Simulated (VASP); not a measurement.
# Te (Imma) in VASP: further runs

The runs below take Te through single point, with PBEsol.

Everything below comes from runs of VASP 6.6.1. Logs are shortened: lines on timing, memory, paths and dates and some standing lists are left out, and cuts for length are marked.

## (1) The cell of the first run

The structure is orthorhombic, space group Imma (No. 74). The conventional cell has a = 5.916 Å, b = 7.752 Å, c = 3.070 Å, α = 90.00°, β = 90.00°, γ = 90.00°. Te (site symmetry mm2) has 4 Te at 2.96 to 3.07 Å within 3.9 Å.

## (2) Single point, PBEsol

File INCAR:

```
SYSTEM = Te
  PREC = Accurate
  ENCUT = 520
  EDIFF = 1E-7
  ISMEAR = 0
  SIGMA = 0.1
  LREAL = .False.
  LASPH = .True.
  NELM = 60
  ALGO = Normal
  ISIF = 2
  LWAVE = .False.
  LCHARG = .True.
  GGA = PS
  LELF = .True.
  LVHAR = .True.
  NBANDS = 13
```

File KPOINTS:

```
regular mesh
0
Gamma
  7 7 7
  0 0 0
```

File POSCAR:

```
Te
1.0
   -2.9577900000      3.8759700000      1.5351500000
    2.9577900000     -3.8759700000      1.5351500000
    2.9577900000      3.8759700000     -1.5351500000
Te
2
Direct
    0.9990700000      0.2490700000      0.7500000000
    0.0009300000      0.7509300000      0.2500000000
```

Potentials or basis: VASP PAW PBE potentials, release 64 (Te).

Launch:

```
$ cat potpaw_PBE.64/Te/POTCAR > POTCAR
$ mpirun -np 1 vasp_std > vasp.out
```

OUTCAR:

```text
SYSTEM = Te
   PREC = Accurate
   ENCUT = 520
   EDIFF = 1E-7
   ISMEAR = 0
   LREAL = .False.
   LASPH = .True.
   NELM = 60
   ISIF = 2
   GGA = PS

 ion  position               nearest neighbor table
   1  0.999  0.249  0.750-   2 2.96   2 2.96
   2  0.001  0.751  0.250-   1 2.96   1 2.96

  LATTYP: Found a body centered orthorhombic cell.
 ALAT       =     3.0703000000
 B/A-ratio  =     1.9267107449
 C/A-ratio  =     2.5248151646

  Lattice vectors:

 A1 = (   2.9577900000,  -3.8759700000,   1.5351500000)
 A2 = (  -2.9577900000,  -3.8759700000,  -1.5351500000)
 A3 = (   2.9577900000,   3.8759700000,  -1.5351500000)

Analysis of symmetry for initial positions (statically):
=====================================================================
 Subroutine PRICEL returns:
 Original cell was already a primitive cell.

 Routine SETGRP: Setting up the symmetry group for a
 body centered orthorhombic supercell.

 Subroutine GETGRP returns: Found  8 space group operations
 (whereof  4 operations were pure point group operations)
 out of a pool of  8 trial point group operations.

The static configuration has the point symmetry C_2h.
 The point group associated with its full space group is D_2h.

Analysis of symmetry for dynamics (positions and initial velocities):
=====================================================================
 Subroutine PRICEL returns:
 Original cell was already a primitive cell.

 Routine SETGRP: Setting up the symmetry group for a
 body centered orthorhombic supercell.

 Subroutine GETGRP returns: Found  8 space group operations
 (whereof  4 operations were pure point group operations)
 out of a pool of  8 trial point group operations.

The dynamic configuration has the point symmetry C_2h.
 The point group associated with its full space group is D_2h.

 Subroutine INISYM returns: Found  8 space group operations
 (whereof  4 operations are pure point group operations),
 and found     1 'primitive' translations

----------------------------------------------------------------------------------------

                                     Primitive cell

  volume of cell :      70.3977

  direct lattice vectors                    reciprocal lattice vectors
    -2.957790000  3.875970000  1.535150000     0.000000000  0.128999966  0.325701072
     2.957790000 -3.875970000  1.535150000     0.169045132  0.000000000  0.325701072
     2.957790000  3.875970000 -1.535150000     0.169045132  0.128999966  0.000000000

  length of vectors
     5.111589836  5.111589836  5.111589836     0.350317255  0.366957006  0.212643476

  position of ions in fractional coordinates (direct lattice)
     0.999070000  0.249070000  0.750000000
     0.000930000  0.750930000  0.250000000

  ion indices of the primitive-cell ions
   primitive index   ion index
                 1           1
                 2           2

----------------------------------------------------------------------------------------

 KPOINTS: regular mesh

Automatic generation of k-mesh.
 Grid dimensions read from file:
 generate k-points for:    7    7    7

 Generating k-lattice:

  Cartesian coordinates                     Fractional coordinates (reciprocal lattice)
     0.000000000  0.018428567  0.046528725     0.142857143  0.000000000 -0.000000000
     0.024149305  0.000000000  0.046528725     0.000000000  0.142857143 -0.000000000
     0.024149305  0.018428567  0.000000000     0.000000000 -0.000000000  0.142857143

  Length of vectors
     0.050045322  0.052422429  0.030377639

  Shift w.r.t. Gamma in fractional coordinates (k-lattice)
     0.000000000  0.000000000  0.000000000

 Subroutine IBZKPT returns following result:
 ===========================================

 Found     64 irreducible k-points:

 Following reciprocal coordinates:
            Coordinates               Weight
  0.000000  0.000000  0.000000      1.000000
  0.142857 -0.000000  0.000000      4.000000
  0.285714  0.000000  0.000000      4.000000
  0.428571  0.000000  0.000000      4.000000
  0.000000  0.142857  0.000000      4.000000
  0.142857  0.142857  0.000000      8.000000
[... 16 lines left out ...]
 -0.428571  0.428571  0.000000      4.000000
 -0.285714  0.428571 -0.000000      8.000000
 [... further k-points ...]
   k-points           NKPTS =     64   k-points in BZ     NKDIM =     64   number of bands    NBANDS=     13
   number of dos      NEDOS =    301   number of ions     NIONS =      2
   total plane-waves  NPLWV =  64000
   dimension x,y,z NGX =    40 NGY =   40 NGZ =   40
   dimension x,y,z NGXF=    80 NGYF=   80 NGZF=   80
   ions per type =               2
   NGX,Y,Z   is equivalent  to a cutoff of  13.01, 13.01, 13.01 a.u.
   NGXF,Y,Z  is equivalent  to a cutoff of  26.02, 26.02, 26.02 a.u.
 SYSTEM =  Te
   PREC   = accura    normal or accurate (medium, high low for compatibility)
   ISTART =      0    job   : 0-new  1-cont  2-samecut
   ICHARG =      2    charge: 1-file 2-atom 10-const
   ISPIN  =      1    spin polarized calculation?
   LNONCOLLINEAR =      F non collinear calculations
   LSORBIT =      F    spin-orbit coupling
   LASPH  =      T    aspherical Exc in radial PAW
   ENCUT  =  520.0 eV  38.22 Ry    6.18 a.u.   9.50  9.50  9.50*2*pi/ulx,y,z
   NELM   =     60;   NELMIN=  2; NELMDL= -5     # of ELM steps
   EDIFF  = 0.1E-06   stopping-criterion for ELM
   LREAL  =      F    real-space projection
   EDIFFG = 0.1E-05   stopping-criterion for IOM
   NSW    =      0    number of steps for IOM
   IBRION =     -1    ionic relax: 0-MD 1-quasi-New 2-CG
   NFREE  =      0    steps in history (QN), initial steepest desc. (CG)
   ISIF   =      2    stress and relaxation
   ISYM   =      2    0-nonsym 1-usesym 2-fastsym
   POTIM  = 0.5000    time-step for ionic-motion
   TEBEG  =    0.0;   TEEND  =   0.0 temperature during run
   PSTRESS=    0.0 pullay stress
   NELECT =      12.0000    total number of electrons
   NUPDOWN=      -1.0000    fix difference up-down
   EMIN   =  10.00;   EMAX   =-10.00  energy-range for DOS
   EFERMI =   0.00;   METHOD = LEGACY
   ISMEAR =     0;   SIGMA  =   0.10  broadening in eV -4-tet -1-fermi 0-gaus
   EFERMI_NEDOS =   21; number of points for ismear=-14 and -15
   IALGO  =     38    algorithm
   IMIX   =      4    mixing-type and parameters
     AMIX     =   0.40;   BMIX     =  1.00
     AMIX_MAG =   1.60;   BMIX_MAG =  1.00
  volume/ion in A,a.u.               =      35.20       237.53
  Fermi-wavevector in a.u.,A,eV,Ry     =   0.907714  1.715331 11.210450  0.823945
  Thomas-Fermi vector in A             =   2.031554
   LORBIT       =      0    0 simple, 1 ext, 2 COOP (PROOUT), +10 PAW based schemes
   GGA     = PS    functional components
   LHFCALC =     F    Hartree Fock is set to
   AEXX    =    0.0000 exact exchange contribution
   IVDW    =     0    specifies the selected vdW correction
   LEPSILON=     F    determine dielectric tensor
   LRPA    =     F    only Hartree local field effects (RPA)
 non-spin polarized calculation
 Gauss-broadening in eV      SIGMA  =   0.10
  energy-cutoff  :      520.00
  volume of cell :       70.40
 maximum number of plane-waves:      1923
 NGX is ok and might be reduce to    40
   NGX = 19   NGY = 19   NGZ = 19

 number of electron      11.9999999 magnetization

 Free energy of the ion-electron system (eV)
  ---------------------------------------------------
  ext. energy  EPLUGINS =         0.00000000
  ---------------------------------------------------
  free energy    TOTEN  =        -6.72852957 eV

  energy without entropy =       -6.72045764  energy(sigma->0) =       -6.72449361

 E-fermi :   5.1812     XC(G=0):  -9.0421

 val. band max:        5.1431356701   @ k =   0.4286   0.2857   0.1429
 cond. band min:       5.1833960712   @ k =   0.1429   0.4286   0.0000
 fundamental gap:      0.0402604011
 Fermi energy:         5.1811800513

 k-point     1 :       0.0000    0.0000    0.0000
  band No.  band energies     occupation
      1      -8.2648      2.00000
      2      -5.1668      2.00000
      3      -0.4906      2.00000
      4       2.9837      2.00000
      5       3.4814      2.00000
      6       7.8723      0.00000
      7       8.0354      0.00000
      8       8.6162      0.00000
      9       8.8837      0.00000
     10       9.6298      0.00000
     11      12.7480      0.00000
     12      14.3997      0.00000
     13      15.6177      0.00000

 k-point     2 :       0.1429   -0.0000    0.0000
  band No.  band energies     occupation
      1      -7.9618      2.00000
      2      -4.9033      2.00000
      3      -0.2684      2.00000
      4       3.3803      2.00000
      5       3.4651      2.00000
      6       5.4985      0.00001
      7       7.4266      0.00000
      8       8.4478      0.00000
      9       8.8964      0.00000
     10       9.5338      0.00000
     11      13.1779      0.00000
     12      13.7568      0.00000
     13      14.0588      0.00000

 k-point     3 :       0.2857    0.0000    0.0000
  band No.  band energies     occupation
      1      -7.1152      2.00000
      2      -4.1528      2.00000
      3       0.3161      2.00000
      4       2.1242      2.00000
      5       3.6153      2.00000
      6       4.1450      2.00000
      7       4.5714      2.00000
      8       9.4834      0.00000
      9       9.6271      0.00000
     10      10.3181      0.00000
     11      10.4520      0.00000
     12      12.4092      0.00000
     13      14.7176      0.00000

 k-point     4 :       0.4286    0.0000    0.0000
  band No.  band energies     occupation
      1      -6.0957      2.00000
      2      -3.2135      2.00000
      3      -0.2223      2.00000
      4       0.9218      2.00000
      5       1.9279      2.00000
      6       3.8002      2.00000
      7       5.8129      0.00000
      8       8.3282      0.00000
      9       9.1937      0.00000
     10      10.3746      0.00000
     11      11.7895      0.00000
     12      12.6188      0.00000
     13      14.6792      0.00000

 k-point     5 :       0.0000    0.1429    0.0000
  band No.  band energies     occupation
      1      -7.8985      2.00000
      2      -5.1415      2.00000
      3       0.2024      2.00000
      4       3.0633      2.00000
      5       3.7764      2.00000
      6       5.5826      0.00000
      7       7.2284      0.00000
      8       7.9436      0.00000
      9       8.7141      0.00000
     10       9.2843      0.00000
     11      13.4687      0.00000
     12      14.0119      0.00000
     13      14.6915      0.00000
[... 257 lines left out ...]
 k-point    22 :       0.4286    0.4286    0.0000
  band No.  band energies     occupation
      1      -7.0246      2.00000
      2      -6.5856      2.00000
      3       2.3650      2.00000
      4       2.5912      2.00000
      5       3.4458      2.00000
      6       4.4295      2.00000
      7       5.9939      0.00000
      8       6.5342      0.00000
      9      11.9753      0.00000
     10      12.8478      0.00000
     11      13.8207      0.00000
     12      14.6110      0.00000
     13      15.5435      0.00000

 k-point    23 :      -0.4286    0.4286    0.0000
  band No.  band energies     occupation
      1      -7.3970      2.00000
      2      -6.7779      2.00000
      3       2.4299      2.00000
      4       2.5827      2.00000
      5       2.6946      2.00000
      6       4.1012      2.00000
      7       8.3903      0.00000
      8       8.7598      0.00000
      9      11.5734      0.00000
     10      11.9306      0.00000
     11      13.5971      0.00000
     12      13.8734      0.00000
     13      14.6245      0.00000

 k-point    24 :      -0.2857    0.4286   -0.0000
  band No.  band energies     occupation
      1      -7.1915      2.00000
      2      -6.4113      2.00000
      3       2.3952      2.00000
      4       2.7699      2.00000
      5       3.5929      2.00000
      6       4.2657      2.00000
      7       6.1639      0.00000
      8       6.3611      0.00000
      9      11.0289      0.00000
     10      11.4327      0.00000
     11      15.0687      0.00000
     12      15.3868      0.00000
     13      15.3971      0.00000

 [... further k-points ...]

------------------------ aborting loop because EDIFF is reached ----------------------------------------

  FORCE on cell =-STRESS in cart. coord.  units (eV):
  Direction    XX          YY          ZZ          XY          YZ          ZX
  --------------------------------------------------------------------------------------
  -------------------------------------------------------------------------------------
  Total        1.2793338     -0.5403145     -2.4510406      0.0000000      0.0000000      0.0000000
  in kB       29.1162817    -12.2969856    -55.7830860      0.0000000      0.0000000      0.0000000
  external PRESSURE =     -12.9879300 kB  Pullay stress =       0.0000000 kB

 VOLUME and BASIS-vectors are now :
 -----------------------------------------------------------------------------
  energy-cutoff  :      520.00
  volume of cell :       70.40
      direct lattice vectors                 reciprocal lattice vectors
    -2.957790000  3.875970000  1.535150000     0.000000000  0.128999966  0.325701072
     2.957790000 -3.875970000  1.535150000     0.169045132  0.000000000  0.325701072
     2.957790000  3.875970000 -1.535150000     0.169045132  0.128999966  0.000000000

 POSITION                                       TOTAL-FORCE (eV/Angst)
 -----------------------------------------------------------------------------------
      0.00000      5.81395      0.76472        -0.000000     -0.000000      0.002279
      2.95779     -1.93798      0.77043         0.000000      0.000000     -0.002279
 -----------------------------------------------------------------------------------
    total drift:                                0.000000      0.000000      0.000000

  FREE ENERGIE OF THE ION-ELECTRON SYSTEM (eV)
  ---------------------------------------------------
  free  energy   TOTEN  =        -6.7285295721 eV

  energy  without entropy=       -6.7204576408  energy(sigma->0) =       -6.72449361
```

Run time: 1.7 min. Hardware: 1 thread of Intel Xeon Platinum 8259CL at 2.50GHz (Skylake/Cascade Lake), shared host; peak memory 0.25 GiB.

What came out:

```
Free energy            : -6.7285 eV
Pressure               : -1.3 GPa
Band gap on the k mesh : zero (bands 6 and 7 overlap by 4.04 eV)
```

Forces in eV/Å, atoms in the order of the input:
```
Te   0.000  0.000  0.002
Te   0.000  0.000 -0.002
```

Caveat: the PAW data sets were made with another functional, which shifts forces and pressure a little; spin-orbit coupling is left out, which moves the levels of the heavy elements.

## (3) Single point, PBEsol

File INCAR:

```
SYSTEM = Te
  ALGO = Normal
  EDIFF = 1E-6
  ENCUT = 520
  GGA = PS
  ISIF = 2
  ISMEAR = 0
  LASPH = .True.
  LCHARG = .False.
  LREAL = .False.
  LWAVE = .False.
  NBANDS = 13
  NELM = 100
  PREC = Accurate
  SIGMA = 0.1
```

File KPOINTS:

```
k-points
0
Gamma
  8 8 8
  0 0 0
```

POSCAR is that of step 2.

Potentials or basis: VASP PAW PBE potentials, release 64 (Te).

Launch:

```
$ cat potpaw_PBE.64/Te/POTCAR > POTCAR
$ mpirun -np 1 vasp_std > vasp.out
```

It took 1.9 min on 1 thread of Intel Xeon Platinum 8259CL at 2.50GHz (Skylake/Cascade Lake), shared host; peak memory 0.27 GiB.

The run converged. Its results:

* Free energy: -6.7026 eV
* Pressure: -1.2 GPa
* Band gap on the k mesh: zero (bands 6 and 7 overlap by 3.66 eV)

Stress tensor (GPa, compression positive):
```
 1.62  0.00  0.00
 0.00 -2.06  0.00
 0.00  0.00 -3.14
```

Levels at points of the mesh, in eV from the Fermi level:
| k point | band 3 | band 4 | band 5 | band 6 | band 7 | band 8 | band 9 | band 10 |
| --- | --- | --- | --- | --- | --- | --- | --- | --- |
| (0.00, 0.00, 0.00) | -5.53 | -2.08 | -1.58 | 2.84 | 2.97 | 3.58 | 3.82 | 4.60 |
| (0.50, 0.00, 0.00) | -5.62 | -4.02 | -3.46 | -1.22 | 1.01 | 3.05 | 3.94 | 5.46 |
| (0.00, 0.50, 0.00) | -4.70 | -4.70 | -0.59 | -0.57 | 0.12 | 0.12 | 6.16 | 6.18 |
| (0.50, 0.50, 0.00) | -2.45 | -2.45 | -1.80 | -1.80 | 3.54 | 3.54 | 7.15 | 7.15 |
| (0.50, 0.50, 0.50) | -5.96 | -4.58 | 0.58 | 2.49 | 3.91 | 4.92 | 7.32 | 7.38 |

Caveat: the PAW data sets were made with another functional, which shifts forces and pressure a little; spin-orbit coupling is left out, which moves the levels of the heavy elements.

## (4) Single point, PBEsol

File INCAR:

```
  PREC = Accurate
  ENCUT = 520
  EDIFF = 1E-6
  ISMEAR = 0
  SIGMA = 0.1
  LREAL = False
  LASPH = True
  NELM = 60
  ALGO = Normal
  ISIF = 2
  LWAVE = False
  LCHARG = False
  GGA = PS
  NBANDS = 13
```

File KPOINTS:

```
Automatic mesh
0
Gamma
  10 10 10
```

POSCAR is that of step 3.

Launch:

```
$ cat potpaw_PBE.64/Te/POTCAR > POTCAR
$ mpirun -np 1 vasp_std > vasp.out
```

It took 3.4 min on 1 thread of Intel Xeon Platinum 8259CL at 2.50GHz (Skylake/Cascade Lake), shared host; peak memory 0.31 GiB.

Results (log left out):

| Quantity | Value |
| --- | --- |
| Free energy | -6.7290 eV |
| Pressure | -1.6 GPa |
| Band gap on the k mesh | zero (bands 6 and 7 overlap by 3.73 eV) |

Forces on the atoms (eV/Å):
```
Te   0.000  0.000  0.002
Te   0.000  0.000 -0.002
```

Stress tensor (GPa, compression positive):
```
-0.78  0.00  0.00
 0.00 -1.36  0.00
 0.00  0.00 -2.53
```

Levels at points of the mesh, in eV from the Fermi level:
```tsv
k point	band 3	band 4	band 5	band 6	band 7	band 8	band 9	band 10
(0.00, 0.00, 0.00)	-5.53	-2.08	-1.58	2.84	2.98	3.58	3.82	4.59
(0.50, 0.00, 0.00)	-5.63	-4.01	-3.47	-1.22	1.01	3.05	3.94	5.46
(0.00, 0.50, 0.00)	-4.71	-4.70	-0.59	-0.57	0.12	0.12	6.16	6.18
(0.50, 0.50, 0.00)	-2.45	-2.45	-1.80	-1.80	3.53	3.53	7.15	7.15
(0.50, 0.50, 0.50)	-5.96	-4.58	0.58	2.48	3.91	4.91	7.32	7.38
```

Caveat: the PAW data sets were made with another functional, which shifts forces and pressure a little; spin-orbit coupling is left out, which moves the levels of the heavy elements.

## (5) Overview

| k mesh | gap on the mesh (eV) | pressure (GPa) |
| --- | --- | --- |
| 7 × 7 × 7 | none | -1.3 |
| 8 × 8 × 8 | none | -1.2 |
| 10 × 10 × 10 | none | -1.6 |

Alike in all rows: task single point; level PBEsol; potentials or basis VASP PAW PBE potentials, release 64 (Te); no spin polarisation; cell as given; cutoff (eV) 520; smearing gaussian 0.1 eV.

Caveats: the PAW data sets were made with another functional, which shifts forces and pressure a little; spin-orbit coupling is left out, which moves the levels of the heavy elements.

Total energies depend on the potentials used, so only differences within one code and one set of settings carry meaning.
